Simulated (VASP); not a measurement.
**Bi: single point with PBE**

Crystal: Bi.

```
CELL_PARAMETERS angstrom
3.48860 -3.13258 0.00000
3.48860 3.13258 0.00000
-1.26023 0.00000 3.11355
ATOMIC_POSITIONS crystal
Bi 0.24694 0.24694 0.14262
Bi 0.75306 0.75306 0.85738
```

```yaml
Program: VASP 6.6.1
Task: single point
Functional: PBE
Potentials_or_basis: VASP PAW PBE potentials, release 64 (Bi_d)
Cutoff: 500 eV
k_mesh: 2 × 2 × 4
Occupations: fermi-dirac, width 0.0066 eV
Spin: no spin polarisation
Dipole_correction: no
Further_INCAR_settings: ALGO = Normal; EDIFF = 1e-06; NBANDS = 22
```

```
Pressure               : 1.3 GPa
Largest force          : 0.313 eV/Å
Band gap on the k mesh : zero (band 15 reaches 9.91 eV, above the bottom of band 16 at 6.10 eV)
```

Forces on the atoms (eV/Å):
```
Bi  -0.187  0.000  0.251
Bi   0.187  0.000 -0.251
```

Stress tensor (GPa, compression positive):
```
 6.02  0.00 -2.82
 0.00 -2.27  0.00
-2.82  0.00  0.17
```

Levels at points of the mesh, in eV from the Fermi level:
| k point | band 11 | band 12 | band 13 | band 14 | band 15 | band 16 | band 17 | band 18 | band 19 | band 20 |
| --- | --- | --- | --- | --- | --- | --- | --- | --- | --- | --- |
| (0.00, 0.00, 0.00) | -12.63 | -8.71 | -2.57 | -2.34 | 3.26 | 3.52 | 4.21 | 4.56 | 4.72 | 7.20 |
| (0.50, 0.00, 0.00) | -11.18 | -10.99 | -0.68 | -0.48 | -0.25 | -0.21 | 3.86 | 4.99 | 8.11 | 8.83 |
| (0.50, 0.50, 0.00) | -10.78 | -10.53 | -4.45 | -4.43 | 3.60 | 4.33 | 5.63 | 6.02 | 9.31 | 10.18 |
| (0.00, 0.00, 0.50) | -10.30 | -8.53 | -3.49 | -2.03 | -1.12 | 1.63 | 1.94 | 2.04 | 6.55 | 7.21 |
| (0.50, 0.00, 0.50) | -10.01 | -8.63 | -3.81 | -2.63 | -1.34 | 1.38 | 2.46 | 2.62 | 6.18 | 6.95 |
| (0.50, 0.50, 0.50) | -9.72 | -8.87 | -3.35 | -2.39 | -1.74 | 0.02 | 1.62 | 2.11 | 6.57 | 8.70 |

Run time: 7.4 s on 1 thread of Intel(R) Xeon(R) Platinum 8488C (Sapphire Rapids), with other jobs on the host, peak memory 0.17 GiB.

Caveat: the k points lie up to 0.70 Å⁻¹ apart; spin-orbit coupling is left out, which moves the levels of the heavy elements.
